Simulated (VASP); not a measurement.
A run of VASP 6.6.1 is set up as follows.

Contents of INCAR:

```
PREC     = Accurate       # precision mode
ENCUT    = 520            # plane-wave cutoff, eV
EDIFF    = 1E-7           # SCF threshold, eV
ISMEAR   = -1             # smearing method
SIGMA    = 0.02           # smearing width, eV
LREAL    = F              # projectors in reciprocal space
LASPH    = T              # aspherical terms in the spheres
NELM     = 100            # most SCF steps
ALGO     = Normal         # electronic algorithm
ISIF     = 2              # what is computed and relaxed
LWAVE    = F              # write WAVECAR
LCHARG   = F              # write CHGCAR
GGA      = PE             # functional
NBANDS   = 28             # bands
```

Contents of KPOINTS:

```
regular mesh
0
Gamma
  6 6 4
```

Contents of POSCAR:

```
PbSe
1.0
    4.3929328101      0.0000000000      0.0000000000
   -2.1964664050      3.8043914106      0.0000000000
    0.0000000000      0.0000000000      7.7250388352
Pb Se
2 2
Direct
    0.0000000000      0.0000000000      0.0000000000
    0.0000000000      0.0000000000      0.5000000000
    0.3333333333      0.6666666667      0.2500000000
    0.6666666667      0.3333333333      0.7500000000
```

Potentials or basis: VASP PAW PBE potentials, release 64 (Pb_d, Se).

Run with:

```bash
$ cat potpaw_PBE.64/Pb_d/POTCAR potpaw_PBE.64/Se/POTCAR > POTCAR
$ mpirun -np 1 vasp_std > vasp.out
```

Question: Predict the pressure.

Answer: -2.3 GPa.

Question: What does it give for the band gap on the k mesh?

Answer: 0.05 eV, direct.

Stress tensor (GPa, compression positive):
```
-2.18  0.00  0.00
 0.00 -2.18  0.00
 0.00  0.00 -2.63
```

Caveat: spin-orbit coupling is left out, which moves the levels of the heavy elements. A k mesh can miss the band edges.
